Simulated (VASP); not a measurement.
# SiC (gw) (F-43m) in VASP: single point with PBEsol

Aim: the single point of SiC (gw) with PBEsol.

All numbers are computed with VASP 6.6.1; they aren't measurements. Logs are shortened: lines on timing, memory, paths and dates and some standing lists are left out, and cuts for length are marked.

## Step 1: The cell of the first run

Symmetry: F-43m, No. 216, cubic system. Conventional cell: a = 4.357 Å, b = 4.357 Å, c = 4.357 Å, α = 90.00°, β = 90.00°, γ = 90.00°. Si (site symmetry -43m) has 4 C at 1.89 Å within 2.5 Å. C (site symmetry -43m) has 4 Si at 1.89 Å within 2.5 Å.

## Step 2: Single point, PBEsol

Contents of INCAR:

```
SYSTEM = SiC
ALGO = Normal
EDIFF = 1E-6
ENCUT = 600
GGA = PS
GGA_COMPAT = .FALSE.
ISIF = 2
ISMEAR = 0
LASPH = .TRUE.
LCHARG = .FALSE.
LREAL = .FALSE.
LWAVE = .FALSE.
NBANDS = 11
NELM = 120
PREC = Accurate
SIGMA = 0.01
```

Contents of KPOINTS:

```
k-points
0
G
  6 6 6
  0 0 0
```

Contents of POSCAR:

```
SiC
1.0
    0.0000000000      2.1784576367      2.1784576367
    2.1784576367      0.0000000000      2.1784576367
    2.1784576367      2.1784576367      0.0000000000
Si C
1 1
Direct
    0.0000000000      0.0000000000      0.0000000000
    0.2500000000      0.2500000000      0.2500000000
```

Potentials or basis: VASP PAW PBE potentials, release 64 (Si, C).

The run is started by

```sh
> cat potpaw_PBE.64/Si/POTCAR potpaw_PBE.64/C/POTCAR > POTCAR
> mpirun -np 1 vasp_std > vasp.out
```

OUTCAR:

```text
SYSTEM = SiC
   EDIFF = 1E-6
   ENCUT = 600
   GGA = PS
   ISIF = 2
   ISMEAR = 0
   LASPH = .TRUE.
   LREAL = .FALSE.
   NELM = 120
   PREC = Accurate

 ion  position               nearest neighbor table
   1  0.000  0.000  0.000-   2 1.89   2 1.89   2 1.89   2 1.89
   2  0.250  0.250  0.250-   1 1.89   1 1.89   1 1.89   1 1.89

  LATTYP: Found a face centered cubic cell.
 ALAT       =     4.3569152734

  Lattice vectors:

 A1 = (   0.0000000000,   2.1784576367,   2.1784576367)
 A2 = (   2.1784576367,   0.0000000000,   2.1784576367)
 A3 = (   2.1784576367,   2.1784576367,   0.0000000000)

Analysis of symmetry for initial positions (statically):
=====================================================================
 Subroutine PRICEL returns:
 Original cell was already a primitive cell.

 Routine SETGRP: Setting up the symmetry group for a
 face centered cubic supercell.

 Subroutine GETGRP returns: Found 24 space group operations
 (whereof 24 operations were pure point group operations)
 out of a pool of 48 trial point group operations.

The static configuration has the point symmetry T_d .

Analysis of symmetry for dynamics (positions and initial velocities):
=====================================================================
 Subroutine PRICEL returns:
 Original cell was already a primitive cell.

 Routine SETGRP: Setting up the symmetry group for a
 face centered cubic supercell.

 Subroutine GETGRP returns: Found 24 space group operations
 (whereof 24 operations were pure point group operations)
 out of a pool of 48 trial point group operations.

The dynamic configuration has the point symmetry T_d .

 Subroutine INISYM returns: Found 24 space group operations
 (whereof 24 operations are pure point group operations),
 and found     1 'primitive' translations

----------------------------------------------------------------------------------------

                                     Primitive cell

  volume of cell :      20.6765

  direct lattice vectors                    reciprocal lattice vectors
     0.000000000  2.178457637  2.178457637    -0.229520185  0.229520185  0.229520185
     2.178457637  0.000000000  2.178457637     0.229520185 -0.229520185  0.229520185
     2.178457637  2.178457637  0.000000000     0.229520185  0.229520185 -0.229520185

  length of vectors
     3.080804335  3.080804335  3.080804335     0.397540622  0.397540622  0.397540622

  position of ions in fractional coordinates (direct lattice)
     0.000000000  0.000000000  0.000000000
     0.250000000  0.250000000  0.250000000

  ion indices of the primitive-cell ions
   primitive index   ion index
                 1           1
                 2           2

----------------------------------------------------------------------------------------

 KPOINTS: k-points

Automatic generation of k-mesh.
 Grid dimensions read from file:
 generate k-points for:    6    6    6

 Generating k-lattice:

  Cartesian coordinates                     Fractional coordinates (reciprocal lattice)
    -0.038253364  0.038253364  0.038253364     0.166666667  0.000000000  0.000000000
     0.038253364 -0.038253364  0.038253364     0.000000000  0.166666667  0.000000000
     0.038253364  0.038253364 -0.038253364     0.000000000  0.000000000  0.166666667

  Length of vectors
     0.066256770  0.066256770  0.066256770

  Shift w.r.t. Gamma in fractional coordinates (k-lattice)
     0.000000000  0.000000000  0.000000000

 Subroutine IBZKPT returns following result:
 ===========================================

 Found     16 irreducible k-points:

 Following reciprocal coordinates:
            Coordinates               Weight
  0.000000  0.000000  0.000000      1.000000
  0.166667  0.000000  0.000000      8.000000
  0.333333  0.000000  0.000000      8.000000
  0.500000  0.000000  0.000000      4.000000
  0.166667  0.166667  0.000000      6.000000
  0.333333  0.166667  0.000000     24.000000
[... 8 lines left out ...]
 -0.333333  0.333333  0.166667     24.000000
 -0.333333  0.500000  0.166667     12.000000
   k-points           NKPTS =     16   k-points in BZ     NKDIM =     16   number of bands    NBANDS=     11
   number of dos      NEDOS =    301   number of ions     NIONS =      2
   total plane-waves  NPLWV =  21952
   dimension x,y,z NGX =    28 NGY =   28 NGZ =   28
   dimension x,y,z NGXF=    56 NGYF=   56 NGZF=   56
   ions per type =               1   1
   NGX,Y,Z   is equivalent  to a cutoff of  15.11, 15.11, 15.11 a.u.
   NGXF,Y,Z  is equivalent  to a cutoff of  30.22, 30.22, 30.22 a.u.
 SYSTEM =  SiC
   PREC   = accura    normal or accurate (medium, high low for compatibility)
   ISTART =      0    job   : 0-new  1-cont  2-samecut
   ICHARG =      2    charge: 1-file 2-atom 10-const
   ISPIN  =      1    spin polarized calculation?
   LNONCOLLINEAR =      F non collinear calculations
   LSORBIT =      F    spin-orbit coupling
   LASPH  =      T    aspherical Exc in radial PAW
   ENCUT  =  600.0 eV  44.10 Ry    6.64 a.u.   6.15  6.15  6.15*2*pi/ulx,y,z
   NELM   =    120;   NELMIN=  2; NELMDL= -5     # of ELM steps
   EDIFF  = 0.1E-05   stopping-criterion for ELM
   LREAL  =      F    real-space projection
[... 7 lines left out ...]
   TEBEG  =    0.0;   TEEND  =   0.0 temperature during run
   PSTRESS=    0.0 pullay stress
   NELECT =       8.0000    total number of electrons
   NUPDOWN=      -1.0000    fix difference up-down
   EMIN   =  10.00;   EMAX   =-10.00  energy-range for DOS
   EFERMI =   0.00;   METHOD = LEGACY
   ISMEAR =     0;   SIGMA  =   0.01  broadening in eV -4-tet -1-fermi 0-gaus
   EFERMI_NEDOS =   21; number of points for ismear=-14 and -15
   IALGO  =     38    algorithm
   IMIX   =      4    mixing-type and parameters
     AMIX     =   0.40;   BMIX     =  1.00
     AMIX_MAG =   1.60;   BMIX_MAG =  1.00
  volume/ion in A,a.u.               =      10.34        69.77
  Fermi-wavevector in a.u.,A,eV,Ry     =   1.192923  2.254297 19.361975  1.423065
  Thomas-Fermi vector in A             =   2.328950
   LORBIT       =      0    0 simple, 1 ext, 2 COOP (PROOUT), +10 PAW based schemes
   GGA     = PS    functional components
   LHFCALC =     F    Hartree Fock is set to
   AEXX    =    0.0000 exact exchange contribution
   IVDW    =     0    specifies the selected vdW correction
   LEPSILON=     F    determine dielectric tensor
   LRPA    =     F    only Hartree local field effects (RPA)
 non-spin polarized calculation
 Gauss-broadening in eV      SIGMA  =   0.01
  energy-cutoff  :      600.00
  volume of cell :       20.68
 maximum number of plane-waves:       701
 NGX is ok and might be reduce to    28
   NGX = 13   NGY = 13   NGZ = 13

 number of electron       8.0000000 magnetization

 Free energy of the ion-electron system (eV)
  ---------------------------------------------------
  ext. energy  EPLUGINS =         0.00000000
  ---------------------------------------------------
  free energy    TOTEN  =       -15.90475178 eV

  energy without entropy =      -15.90475178  energy(sigma->0) =      -15.90475178

 E-fermi :   8.1226     XC(G=0): -11.5064

 val. band max:        8.0722370340   @ k =   0.0000   0.0000   0.0000
 cond. band min:       9.2986170042   @ k =   0.5000   0.5000   0.0000
 fundamental gap:      1.2263799703
 Fermi energy:         8.1225711814

 k-point     1 :       0.0000    0.0000    0.0000
  band No.  band energies     occupation
      1      -7.3614      2.00000
      2       8.0722      2.00000
      3       8.0722      2.00000
      4       8.0722      2.00000
      5      14.2657      0.00000
      6      15.3135      0.00000
      7      15.3135      0.00000
      8      15.3135      0.00000
      9      22.5269      0.00000
     10      22.5269      0.00000
     11      24.3400      0.00000

 k-point     2 :       0.1667    0.0000    0.0000
  band No.  band energies     occupation
      1      -6.8194      2.00000
      2       5.6859      2.00000
      3       7.7397      2.00000
      4       7.7397      2.00000
      5      14.3544      0.00000
      6      15.8326      0.00000
      7      15.8326      0.00000
      8      16.3697      0.00000
      9      20.9541      0.00000
     10      20.9541      0.00000
     11      23.5284      0.00000

 k-point     3 :       0.3333    0.0000    0.0000
  band No.  band energies     occupation
      1      -5.2815      2.00000
      2       1.8581      2.00000
      3       7.2237      2.00000
      4       7.2237      2.00000
      5      13.6977      0.00000
      6      15.6332      0.00000
      7      15.6332      0.00000
      8      17.8868      0.00000
      9      22.2680      0.00000
     10      22.2680      0.00000
     11      23.1446      0.00000

 k-point     4 :       0.5000    0.0000    0.0000
  band No.  band energies     occupation
      1      -3.7525      2.00000
      2      -0.5352      2.00000
      3       7.0148      2.00000
      4       7.0148      2.00000
      5      13.4487      0.00000
      6      15.2084      0.00000
      7      15.2084      0.00000
      8      17.9879      0.00000
      9      24.0877      0.00000
     10      25.2133      0.00000
     11      25.2133      0.00000
[... 127 lines left out ...]
 k-point    14 :       0.5000    0.3333    0.1667
  band No.  band energies     occupation
      1      -3.9868      2.00000
      2       2.1023      2.00000
      3       3.9250      2.00000
      4       5.6228      2.00000
      5      12.8666      0.00000
      6      15.7263      0.00000
      7      16.5856      0.00000
      8      19.6754      0.00000
      9      21.3126      0.00000
     10      24.7793      0.00000
     11      28.5720      0.00000

 k-point    15 :      -0.3333    0.3333    0.1667
  band No.  band energies     occupation
      1      -2.6587      2.00000
      2       0.6503      2.00000
      3       3.3138      2.00000
      4       4.9093      2.00000
      5      13.0923      0.00000
      6      15.8813      0.00000
      7      18.3306      0.00000
      8      19.2509      0.00000
      9      20.9178      0.00000
     10      24.4455      0.00000
     11      29.1174      0.00000

 k-point    16 :      -0.3333    0.5000    0.1667
  band No.  band energies     occupation
      1      -2.1117      2.00000
      2       0.7526      2.00000
      3       3.5087      2.00000
      4       3.6288      2.00000
      5      11.9647      0.00000
      6      15.0659      0.00000
      7      18.8299      0.00000
      8      20.1985      0.00000
      9      22.1812      0.00000
     10      25.6930      0.00000
     11      29.1952      0.00000

------------------------ aborting loop because EDIFF is reached ----------------------------------------

  FORCE on cell =-STRESS in cart. coord.  units (eV):
  Direction    XX          YY          ZZ          XY          YZ          ZX
  --------------------------------------------------------------------------------------
  -------------------------------------------------------------------------------------
  Total        0.0322035      0.0322035      0.0322035      0.0000000     -0.0000000     -0.0000000
  in kB        2.4953741      2.4953741      2.4953741      0.0000000     -0.0000000     -0.0000000
  external PRESSURE =       2.4953741 kB  Pullay stress =       0.0000000 kB

 VOLUME and BASIS-vectors are now :
 -----------------------------------------------------------------------------
  energy-cutoff  :      600.00
  volume of cell :       20.68
      direct lattice vectors                 reciprocal lattice vectors
     0.000000000  2.178457637  2.178457637    -0.229520185  0.229520185  0.229520185
     2.178457637  0.000000000  2.178457637     0.229520185 -0.229520185  0.229520185
     2.178457637  2.178457637  0.000000000     0.229520185  0.229520185 -0.229520185

 POSITION                                       TOTAL-FORCE (eV/Angst)
 -----------------------------------------------------------------------------------
      0.00000      0.00000      0.00000        -0.000000     -0.000000     -0.000000
      1.08923      1.08923      1.08923         0.000000      0.000000      0.000000
 -----------------------------------------------------------------------------------
    total drift:                               -0.000000     -0.000000     -0.000000

  FREE ENERGIE OF THE ION-ELECTRON SYSTEM (eV)
  ---------------------------------------------------
  free  energy   TOTEN  =       -15.9047517834 eV

  energy  without entropy=      -15.9047517834  energy(sigma->0) =      -15.90475178
```

Wall time 5.7 s (1 thread of Intel Xeon 6975P-C, shared host); peak memory 0.15 GiB.

What came out:

```yaml
Free_energy: -15.9048 eV
Pressure: 0.2 GPa
Band_gap_on_the_k_mesh: 1.23 eV, indirect (least direct gap 4.44 eV)
```

Levels at points of the mesh, in eV from the valence-band top:
```tsv
k point	band 1	band 2	band 3	band 4	band 5	band 6	band 7	band 8
(0.00, 0.00, 0.00)	-15.43	0.00	0.00	0.00	6.19	7.24	7.24	7.24
(0.50, 0.00, 0.00)	-11.82	-8.61	-1.06	-1.06	5.38	7.14	7.14	9.92
(0.50, 0.50, 0.00)	-10.36	-7.84	-3.21	-3.21	1.23	4.20	13.96	13.96
```

Caveat: the PAW data sets were made with another functional, which shifts forces and pressure a little. A k mesh can miss the band edges.
